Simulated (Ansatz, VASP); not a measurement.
## Rh in VASP and in Ansatz

File INCAR:

```
  PREC = Accurate
  ENCUT = 520
  EDIFF = 1E-7
  ISMEAR = -1
  SIGMA = 0.1
  LREAL = False
  LASPH = True
  NELM = 100
  ALGO = Normal
  ISIF = 2
  LWAVE = False
  LCHARG = False
  GGA = B5
  ALDAX = 1.0
  AGGAX = 1.0
  AGGAC = 1.0
  ALDAC = 0.0
  NBANDS = 38
```

KPOINTS

```
regular mesh
0
Gamma
  15 15 4
```

POSCAR

```
Rh
1.0
    2.7246687687      0.0000000000      0.0000000000
   -1.3623343843      2.3596323706      0.0000000000
    0.0000000000      0.0000000000      8.8854083174
Rh
4
Direct
    0.0000000000      1.0000000000      0.0000000000
    1.0000000000      1.0000000000      0.5000000000
    0.3333333333      0.6666666667      0.2500000000
    0.6666666667      0.3333333333      0.7500000000
```

Input for Ansatz:

```yaml
crystal:
  lattice:
    - [2.7246687687, 0.0, 0.0]
    - [-1.3623343843, 2.3596323706, 0.0]
    - [0.0, 0.0, 8.8854083174]
  atoms:
    - { symbol: Rh, position: [0.0, 1.0, 0.0] }
    - { symbol: Rh, position: [1.0, 1.0, 0.5] }
    - { symbol: Rh, position: [0.3333333333, 0.6666666667, 0.25] }
    - { symbol: Rh, position: [0.6666666667, 0.3333333333, 0.75] }
hamiltonian:
  xc: blyp
  pseudopotentials:
    kind: paw
    azcp:
      Rh: "pseudopotentials/Rh.paw.azcp"
basis:
  ecutwfc: 420
  fft_grid_basis: typed
kpoints:
  mp_grid: { grid: [15, 15, 4], shift: [0, 0, 0] }
magnetization:
  spin_polarized: false
scf:
  occupations: { method: fermi_dirac, width: 0.1 }
  lower_state_search: "off"
output:
  stress: true
```

Alike in both runs: task single point; functional BLYP; k mesh 15 × 15 × 4; occupations fermi-dirac, width 0.1 eV; no spin polarisation.

|  | VASP | Ansatz |
| --- | --- | --- |
| version | VASP 6.6.1 | Ansatz 0.2.0 |
| potentials or method | VASP PAW PBE potentials, release 64 (Rh_pv), cutoff 520 eV | plane waves (420 eV) with PAW, scalar-relativistic |
| valence electrons in the cell | 60 | 68 |

```tsv
	VASP	Ansatz	Ansatz less VASP
pressure (GPa)	10.2	9.6	-0.59
```

VASP's potentials were made for PBE, not for BLYP. VASP's potentials hold 60 valence electrons a cell and Ansatz's 68, so a difference there can come from the potentials and not from the codes.
